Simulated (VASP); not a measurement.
# Ge (P6_3/mmc) in VASP: a series of runs

Ge is run at these levels: PBEsol; tasks: relaxation of shape and atoms at fixed volume.

Program: VASP 6.6.1. These are calculated values, not measurements. Logs are shortened: lines on timing, memory, paths and dates and some standing lists are left out, and cuts for length are marked.

**1. The cell of the first run**

It takes space group P6_3/mmc (No. 194, hexagonal). The conventional cell has a = 2.559 Å, b = 2.559 Å, c = 4.198 Å, α = 90.00°, β = 90.00°, γ = 120.00°. Ge (site symmetry -6m2) has 12 Ge at 2.56 to 2.57 Å within 3.4 Å.

**2. Relaxation of shape and atoms at fixed volume, PBEsol**

INCAR

```
SYSTEM = Ge
ALGO = Normal ; EDIFF = 1E-7
EDIFFG = -0.005 ; ENCUT = 600
GGA = PS ; IBRION = 2
ISIF = 4 ; ISMEAR = -1
LASPH = .TRUE. ; LCHARG = .FALSE.
LREAL = .FALSE. ; LWAVE = .FALSE.
NELM = 80 ; NSW = 50
PREC = Accurate ; SIGMA = 0.08
```

KPOINTS

```
k-points
0
G
  16 16 9
  0 0 0
```

POSCAR

```
Ge
1.0
    2.5590624784      0.0000000000      0.0000000000
   -1.2795312392      2.2162131162      0.0000000000
    0.0000000000      0.0000000000      4.1976612598
Ge
2
Direct
    0.3333333333      0.6666666667      0.2500000000
    0.6666666667      0.3333333333      0.7500000000
```

Potentials or basis: VASP PAW PBE potentials, release 64 (Ge_d).

Started as:

```console
$ cat potpaw_PBE.64/Ge_d/POTCAR > POTCAR
$ mpirun -np 1 vasp_std > vasp.out
```

OUTCAR:

```text
SYSTEM = Ge
   EDIFF = 1E-7
   EDIFFG = -0.005
   ENCUT = 600
   GGA = PS
   IBRION = 2
   ISIF = 4
   ISMEAR = -1
   LASPH = .TRUE.
   LREAL = .FALSE.
   NELM = 80
   NSW = 50
   PREC = Accurate

 ion  position               nearest neighbor table
   1  0.333  0.667  0.250-   2 2.57   2 2.57   2 2.57   2 2.57   2 2.57   2 2.57
   2  0.667  0.333  0.750-   1 2.57   1 2.57   1 2.57   1 2.57   1 2.57   1 2.57

  LATTYP: Found a hexagonal cell.
 ALAT       =     2.5590624784
 C/A-ratio  =     1.6403121437

  Lattice vectors:

 A1 = (   2.5590624784,   0.0000000000,   0.0000000000)
 A2 = (  -1.2795312392,   2.2162131162,   0.0000000000)
 A3 = (   0.0000000000,   0.0000000000,   4.1976612598)

Analysis of symmetry for initial positions (statically):
=====================================================================
 Subroutine PRICEL returns:
 Original cell was already a primitive cell.

 Routine SETGRP: Setting up the symmetry group for a
 hexagonal supercell.

 Subroutine GETGRP returns: Found 24 space group operations
 (whereof 12 operations were pure point group operations)
 out of a pool of 24 trial point group operations.

The static configuration has the point symmetry D_3d.
 The point group associated with its full space group is D_6h.

Analysis of symmetry for dynamics (positions and initial velocities):
=====================================================================
 Subroutine PRICEL returns:
 Original cell was already a primitive cell.

 Routine SETGRP: Setting up the symmetry group for a
 hexagonal supercell.

 Subroutine GETGRP returns: Found 24 space group operations
 (whereof 12 operations were pure point group operations)
 out of a pool of 24 trial point group operations.

The dynamic configuration has the point symmetry D_3d.
 The point group associated with its full space group is D_6h.

 Subroutine INISYM returns: Found 24 space group operations
 (whereof 12 operations are pure point group operations),
 and found     1 'primitive' translations

----------------------------------------------------------------------------------------

                                     Primitive cell

  volume of cell :      23.8067

  direct lattice vectors                    reciprocal lattice vectors
     2.559062478  0.000000000  0.000000000     0.390768107  0.225610072  0.000000000
    -1.279531239  2.216213116  0.000000000     0.000000000  0.451220143  0.000000000
     0.000000000  0.000000000  4.197661260     0.000000000  0.000000000  0.238227894

  length of vectors
     2.559062478  2.559062478  4.197661260     0.451220143  0.451220143  0.238227894

  position of ions in fractional coordinates (direct lattice)
     0.333333333  0.666666667  0.250000000
     0.666666667  0.333333333  0.750000000

  ion indices of the primitive-cell ions
   primitive index   ion index
                 1           1
                 2           2

----------------------------------------------------------------------------------------

 KPOINTS: k-points

Automatic generation of k-mesh.
 Grid dimensions read from file:
 generate k-points for:   16   16    9

 Generating k-lattice:

  Cartesian coordinates                     Fractional coordinates (reciprocal lattice)
     0.024423007  0.014100629  0.000000000     0.062500000 -0.000000000  0.000000000
     0.000000000  0.028201259  0.000000000     0.000000000  0.062500000  0.000000000
     0.000000000  0.000000000  0.026469766     0.000000000  0.000000000  0.111111111

  Length of vectors
     0.028201259  0.028201259  0.026469766

  Shift w.r.t. Gamma in fractional coordinates (k-lattice)
     0.000000000  0.000000000  0.000000000

 Subroutine IBZKPT returns following result:
 ===========================================

 Found    150 irreducible k-points:

 Following reciprocal coordinates:
            Coordinates               Weight
  0.000000  0.000000  0.000000      1.000000
  0.062500  0.000000  0.000000      6.000000
  0.125000  0.000000  0.000000      6.000000
  0.187500 -0.000000  0.000000      6.000000
  0.250000  0.000000  0.000000      6.000000
  0.312500  0.000000  0.000000      6.000000
[... 16 lines left out ...]
  0.187500  0.187500  0.000000      6.000000
  0.250000  0.187500  0.000000     12.000000
 [... further k-points ...]
   k-points           NKPTS =    150   k-points in BZ     NKDIM =    150   number of bands    NBANDS=     18
   number of dos      NEDOS =    301   number of ions     NIONS =      2
   total plane-waves  NPLWV =  14400
   dimension x,y,z NGX =    20 NGY =   20 NGZ =   36
   dimension x,y,z NGXF=    40 NGYF=   40 NGZF=   72
   ions per type =               2
   NGX,Y,Z   is equivalent  to a cutoff of  12.99, 12.99, 14.26 a.u.
   NGXF,Y,Z  is equivalent  to a cutoff of  25.99, 25.99, 28.52 a.u.
 SYSTEM =  Ge
   PREC   = accura    normal or accurate (medium, high low for compatibility)
   ISTART =      0    job   : 0-new  1-cont  2-samecut
   ICHARG =      2    charge: 1-file 2-atom 10-const
   ISPIN  =      1    spin polarized calculation?
   LNONCOLLINEAR =      F non collinear calculations
   LSORBIT =      F    spin-orbit coupling
   LASPH  =      T    aspherical Exc in radial PAW
   ENCUT  =  600.0 eV  44.10 Ry    6.64 a.u.   5.11  5.11  8.38*2*pi/ulx,y,z
   NELM   =     80;   NELMIN=  2; NELMDL= -5     # of ELM steps
   EDIFF  = 0.1E-06   stopping-criterion for ELM
   LREAL  =      F    real-space projection
   EDIFFG = -.5E-02   stopping-criterion for IOM
   NSW    =     50    number of steps for IOM
   IBRION =      2    ionic relax: 0-MD 1-quasi-New 2-CG
   NFREE  =      1    steps in history (QN), initial steepest desc. (CG)
   ISIF   =      4    stress and relaxation
   ISYM   =      2    0-nonsym 1-usesym 2-fastsym
   POTIM  = 0.5000    time-step for ionic-motion
   TEBEG  =    0.0;   TEEND  =   0.0 temperature during run
   PSTRESS=    0.0 pullay stress
   NELECT =      28.0000    total number of electrons
   NUPDOWN=      -1.0000    fix difference up-down
   EMIN   =  10.00;   EMAX   =-10.00  energy-range for DOS
   EFERMI =   0.00;   METHOD = LEGACY
   ISMEAR =    -1;   SIGMA  =   0.08  broadening in eV -4-tet -1-fermi 0-gaus
   EFERMI_NEDOS =   21; number of points for ismear=-14 and -15
   IALGO  =     38    algorithm
   IMIX   =      4    mixing-type and parameters
     AMIX     =   0.40;   BMIX     =  1.00
     AMIX_MAG =   1.60;   BMIX_MAG =  1.00
  volume/ion in A,a.u.               =      11.90        80.33
  Fermi-wavevector in a.u.,A,eV,Ry     =   1.728068  3.265576 40.629991  2.986220
  Thomas-Fermi vector in A             =   2.803073
   LORBIT       =      0    0 simple, 1 ext, 2 COOP (PROOUT), +10 PAW based schemes
   GGA     = PS    functional components
   LHFCALC =     F    Hartree Fock is set to
   AEXX    =    0.0000 exact exchange contribution
   IVDW    =     0    specifies the selected vdW correction
   LEPSILON=     F    determine dielectric tensor
   LRPA    =     F    only Hartree local field effects (RPA)
 conjugate gradient relaxation of ions
 non-spin polarized calculation
  energy-cutoff  :      600.00
  volume of cell :       23.81
 maximum number of plane-waves:       805
   NGX = 11   NGY = 11   NGZ = 17

 number of electron      28.0000013 magnetization

 Free energy of the ion-electron system (eV)
  ---------------------------------------------------
  ext. energy  EPLUGINS =         0.00000000
  ---------------------------------------------------
  free energy    TOTEN  =        -7.03352811 eV

  energy without entropy =       -7.01875880  energy(sigma->0) =       -7.02614345

 E-fermi :  13.0107     XC(G=0): -13.9764

 val. band max:       12.9722273109   @ k =   0.1875   0.1250   0.1111
 cond. band min:      13.0217608600   @ k =   0.2500   0.0000   0.2222
 fundamental gap:      0.0495335491
 Fermi energy:        13.0107125106

 k-point     1 :       0.0000    0.0000    0.0000
  band No.  band energies     occupation
      1     -12.4617      2.00000
      2     -12.3651      2.00000
      3     -12.3358      2.00000
      4     -12.3358      2.00000
      5     -12.3018      2.00000
      6     -12.3018      2.00000
[... 10 lines left out ...]
     17      25.9375      0.00000
     18      27.2632      0.00000

 k-point     2 :       0.0625    0.0000    0.0000
  band No.  band energies     occupation
      1     -12.4547      2.00000
      2     -12.3713      2.00000
      3     -12.3261      2.00000
      4     -12.3231      2.00000
      5     -12.3018      2.00000
      6     -12.2900      2.00000
[... 10 lines left out ...]
     17      26.7952      0.00000
     18      27.2128      0.00000

 k-point     3 :       0.1250    0.0000    0.0000
  band No.  band energies     occupation
      1     -12.4465      2.00000
      2     -12.3765      2.00000
      3     -12.3145      2.00000
      4     -12.2874      2.00000
      5     -12.2871      2.00000
      6     -12.2566      2.00000
[... 10 lines left out ...]
     17      26.4803      0.00000
     18      26.5124      0.00000

 k-point     4 :       0.1875   -0.0000    0.0000
  band No.  band energies     occupation
      1     -12.4656      2.00000
      2     -12.3596      2.00000
      3     -12.3167      2.00000
      4     -12.2926      2.00000
      5     -12.2680      2.00000
      6     -12.2423      2.00000
[... 375 lines left out ...]
      4     -12.3366      2.00000
      5     -12.2264      2.00000
      6     -12.1948      2.00000
[... 10 lines left out ...]
     17      13.7405      0.00022
     18      20.6086      0.00000

 k-point    23 :       0.1875    0.1875    0.0000
  band No.  band energies     occupation
      1     -12.4230      2.00000
      2     -12.4191      2.00000
      3     -12.3960      2.00000
      4     -12.3233      2.00000
      5     -12.2461      2.00000
      6     -12.1981      2.00000
[... 10 lines left out ...]
     17      19.9538      0.00000
     18      20.0741      0.00000

 k-point    24 :       0.2500    0.1875    0.0000
  band No.  band energies     occupation
      1     -12.4485      2.00000
      2     -12.4396      2.00000
      3     -12.3817      2.00000
      4     -12.3298      2.00000
      5     -12.2301      2.00000
      6     -12.1952      2.00000
[... 10 lines left out ...]
     17      18.1379      0.00000
     18      19.1790      0.00000

 [... further k-points ...]
[... 5 lines left out ...]
  --------------------------------------------------------------------------------------
  -------------------------------------------------------------------------------------
  Total       12.5620552     12.5620552     12.5560809      0.0000000      0.0000000      0.0000000
  in kB      845.4179831    845.4179831    845.0159123      0.0000000      0.0000000      0.0000000
  external PRESSURE =     845.2839595 kB  Pullay stress =       0.0000000 kB

 VOLUME and BASIS-vectors are now :
 -----------------------------------------------------------------------------
  energy-cutoff  :      600.00
  volume of cell :       23.81
      direct lattice vectors                 reciprocal lattice vectors
     2.559062478  0.000000000  0.000000000     0.390768107  0.225610072  0.000000000
    -1.279531239  2.216213116  0.000000000     0.000000000  0.451220143  0.000000000
     0.000000000  0.000000000  4.197661260     0.000000000  0.000000000  0.238227894

 POSITION                                       TOTAL-FORCE (eV/Angst)
 -----------------------------------------------------------------------------------
     -0.00000      1.47748      1.04942         0.000000      0.000000      0.000000
      1.27953      0.73874      3.14825        -0.000000      0.000000      0.000000
 -----------------------------------------------------------------------------------
    total drift:                               -0.000000      0.000000      0.000000

  FREE ENERGIE OF THE ION-ELECTRON SYSTEM (eV)
  ---------------------------------------------------
  free  energy   TOTEN  =        -7.0335281086 eV

  energy  without entropy=       -7.0187587993  energy(sigma->0) =       -7.02614345

 reached required accuracy - stopping structural energy minimisation
```

It took 96 s on 1 thread of AMD EPYC 7R43 (Zen 3), shared host; peak memory 0.14 GiB.

What came out:

| Property | Result |
| --- | --- |
| Free energy | -7.0335 eV |
| Pressure after relaxing | 84.5 GPa |
| Band gap on the k mesh | zero (band 14 reaches 23.52 eV, above the bottom of band 15 at 8.46 eV) |

Final structure:
```
Ge
1.0
     2.55906    0.00000    0.00000
    -1.27953    2.21621    0.00000
     0.00000    0.00000    4.19766
Ge
2
Direct
  0.33333 0.66667 0.25000
  0.66667 0.33333 0.75000
```

Levels at points of the mesh, in eV from the Fermi level:
| k point | band 10 | band 11 | band 12 | band 13 | band 14 | band 15 | band 16 | band 17 | band 18 |
| --- | --- | --- | --- | --- | --- | --- | --- | --- | --- |
| (0.00, 0.00, 0.00) | -25.03 | -18.23 | -9.38 | -9.19 | 10.41 | 10.41 | 12.93 | 12.93 | 14.25 |
| (0.50, 0.00, 0.00) | -24.99 | -10.48 | -9.96 | -2.34 | -2.20 | -1.58 | 0.48 | 3.43 | 7.94 |

Caveat: the relaxation stopped at its first step, so nothing moved; the PAW data sets were made with another functional, which shifts forces and pressure a little.

**3. Relaxation of shape and atoms at fixed volume, PBEsol**

This run uses another cell than the first one, of 13.73 Å³/atom, 1.154 times its volume.

INCAR

```
SYSTEM = Ge
PREC = Accurate
ENCUT = 600
EDIFF = 1E-7
ISMEAR = -1
SIGMA = 0.08
LREAL = .False.
LASPH = .True.
NELM = 80
ALGO = Normal
ISIF = 4
LWAVE = .False.
LCHARG = .False.
GGA = PS
IBRION = 2
NSW = 50
EDIFFG = -0.005
```

KPOINTS

```
regular mesh
0
Gamma
  16 16 9
  0 0 0
```

POSCAR

```
Ge
1.0
    2.6840886651      0.0000000000      0.0000000000
   -1.3420443326      2.3244889700      0.0000000000
    0.0000000000      0.0000000000      4.4027432321
Ge
2
Direct
    0.3333333333      0.6666666667      0.2500000000
    0.6666666667      0.3333333333      0.7500000000
```

Potentials or basis: VASP PAW PBE potentials, release 64 (Ge_d).

Started as:

```console
$ cat potpaw_PBE.64/Ge_d/POTCAR > POTCAR
$ mpirun -np 1 vasp_std > vasp.out
```

It took 3.1 min on 1 thread of AMD EPYC 7R43 (Zen 3), shared host; peak memory 0.16 GiB.

It converged, with:

* Free energy: -8.4219 eV
* Energy gained by relaxing: 0.0 meV/atom
* Ionic steps: 3
* Pressure after relaxing: 41.4 GPa
* Band gap on the k mesh: zero (band 14 reaches 19.97 eV, above the bottom of band 15 at 6.91 eV)

Final structure:
```yaml
crystal:
  lattice:
    - [2.68591, 0.00000, 0.00000]
    - [-1.34296, 2.32607, 0.00000]
    - [0.00000, 0.00000, 4.39677]
  atoms:
    - { symbol: Ge, position: [0.33333, 0.66667, 0.25000] }
    - { symbol: Ge, position: [0.66667, 0.33333, 0.75000] }
```

Levels at points of the mesh, in eV from the Fermi level:
```csv
k point,band 11,band 12,band 13,band 14,band 15,band 16,band 17,band 18
"(0.00, 0.00, 0.00)",-16.44,-8.84,-7.91,9.13,9.13,11.54,11.54,12.52
"(0.50, 0.00, 0.00)",-9.68,-8.83,-2.12,-2.01,-1.75,0.79,3.16,7.37
```

Caveat: the PAW data sets were made with another functional, which shifts forces and pressure a little.
